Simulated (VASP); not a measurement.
Si2C3: single point with PBE

Si2C3:

```
Si C
1.0
    -1.97728    1.97728    2.73118
     1.97728   -1.97728    2.73118
     1.97728    1.97728   -2.73118
Si C
2 3
Direct
  0.50000 0.00000 0.50000
  0.00000 0.50000 0.50000
  0.50000 0.50000 0.00000
  0.79522 0.79522 0.00000
  0.20478 0.20478 0.00000
```

The cell was generated, and may not be a known phase.

| Quantity | Value |
| --- | --- |
| Program | VASP 6.6.1 |
| Task | single point |
| Functional | PBE |
| Potentials or basis | VASP PAW PBE potentials, release 64 (Si, C) |
| Cutoff | 520 eV |
| k mesh | 6 × 6 × 6 |
| Occupations | gaussian, width 0.1 eV |
| Spin | no spin polarisation |

```json
{
 "Pressure": "0.2 GPa",
 "Largest force": "0.017 eV/Å",
 "Band gap on the k mesh": "zero (bands 10 and 11 overlap by 2.67 eV)"
}
```

Forces in eV/Å, atoms in the order of the input:
```
Si   0.000  0.000  0.000
Si   0.000  0.000  0.000
C    0.000  0.000  0.000
C    0.000  0.000  0.017
C    0.000  0.000 -0.017
```

Stress tensor (GPa, compression positive):
```
0.09 0.00 0.00
0.00 0.09 0.00
0.00 0.00 0.31
```

Levels at points of the mesh, in eV from the Fermi level:
```
           k point  band 8  band 9  band 10  band 11  band 12  band 13
(0.00, 0.00, 0.00)   -3.15   -3.09    -3.09    -1.78    -1.58    -1.54
(0.50, 0.00, 0.00)   -5.35   -1.13     0.42     1.99     2.35     3.20
(0.50, 0.50, 0.00)   -2.13    0.08     0.86     1.17     4.66     5.06
(0.50, 0.50, 0.50)   -0.43   -0.43     0.15     0.15     2.08     3.08
```

It took 22 s on 1 thread of Intel(R) Xeon(R) Platinum 8259CL CPU @ 2.50GHz (Skylake/Cascade Lake), on a shared host, peak memory 0.16 GiB.
